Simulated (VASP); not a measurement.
Bi: single point with LDA

Crystal: Bi.

```
Bi
1.0
    -1.94431    1.94431    1.94431
     1.94431   -1.94431    1.94431
     1.94431    1.94431   -1.94431
Bi
1
Direct
  0.00000 0.00000 0.00000
```

```json
{
  "Program": "VASP 6.6.1",
  "Task": "single point",
  "Functional": "LDA",
  "Potentials or basis": "VASP PAW LDA potentials, release 64 (Bi_d)",
  "Cutoff": "520 eV",
  "k mesh": "11 × 11 × 11",
  "Occupations": "fermi-dirac, width 0.1 eV",
  "Spin": "no spin polarisation",
  "Dipole correction": "no",
  "Further INCAR settings": "ALGO = Normal; EDIFF = 1e-06; NBANDS = 14"
}
```

* Pressure: 0.1 GPa

Levels at points of the mesh, in eV from the Fermi level:
```csv
k point,band 5,band 6,band 7,band 8,band 9,band 10
"(0.00, 0.00, 0.00)",-22.84,-13.92,5.49,5.49,5.49,10.02
```

It took 7 s on 1 thread of Intel(R) Xeon(R) 6975P-C (Granite Rapids), with other jobs on the host, peak memory 0.15 GiB.

Caveat: spin-orbit coupling is left out, which moves the levels of the heavy elements.
